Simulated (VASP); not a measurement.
Ta2H: single point with PBEsol

The system is Ta2H.

```
Ta H
1.0
     3.29561    0.00000    0.00000
     0.00000    3.29561    0.00000
     0.00000    0.00000    3.43473
Ta H
2 1
Direct
  0.50000 0.00000 0.75210
  0.00000 0.50000 0.24790
  0.00000 0.00000 0.00000
```

This cell differs from its parent crystal: strained and its atoms moved.

| Property | Result |
| --- | --- |
| Program | VASP 6.6.1 |
| Task | single point |
| Functional | PBEsol |
| Potentials or basis | VASP PAW PBE potentials, release 64 (Ta_pv, H) |
| Cutoff | 520 eV |
| k mesh | 12 × 12 × 12 |
| Occupations | gaussian, width 0.1 eV |
| Spin | no spin polarisation |

```
Pressure      : 5.5 GPa
Largest force : 1.152 eV/Å
```

Forces on the atoms (eV/Å):
```
Ta   0.000  0.000 -1.152
Ta   0.000  0.000  1.152
H    0.000  0.000  0.000
```

Stress tensor (GPa, compression positive):
```
7.95 0.00 0.00
0.00 7.95 0.00
0.00 0.00 0.74
```

Levels at points of the mesh, in eV from the Fermi level:
```tsv
k point	band 8	band 9	band 10	band 11	band 12	band 13	band 14	band 15	band 16	band 17
(0.00, 0.00, 0.00)	-5.19	-4.08	0.13	0.13	0.78	2.91	3.32	5.06	6.26	6.30
(0.50, 0.00, 0.00)	-3.79	-1.76	-0.99	-0.33	0.78	0.80	1.08	2.47	2.92	4.29
(0.50, 0.50, 0.00)	-4.61	-4.61	-1.89	-0.60	1.60	3.78	3.78	4.57	4.57	7.16
(0.00, 0.00, 0.50)	-4.27	-2.37	-1.28	0.66	0.66	1.32	1.32	2.85	3.17	3.81
(0.50, 0.00, 0.50)	-4.34	-1.89	-1.47	-0.69	1.11	2.93	3.05	4.25	4.51	7.10
(0.50, 0.50, 0.50)	-1.75	-1.75	-1.51	-1.27	-1.17	4.39	4.39	4.52	4.52	6.31
```

Run time: 2 min on 1 thread of Intel(R) Xeon(R) Platinum 8259CL CPU @ 2.50GHz (Skylake/Cascade Lake), with other jobs on the host, peak memory 0.25 GiB.

Caveat: the cell differs from its parent crystal (strained and its atoms moved); the PAW data sets were made with another functional, which shifts forces and pressure a little; spin-orbit coupling is left out, which moves the levels of the heavy elements.
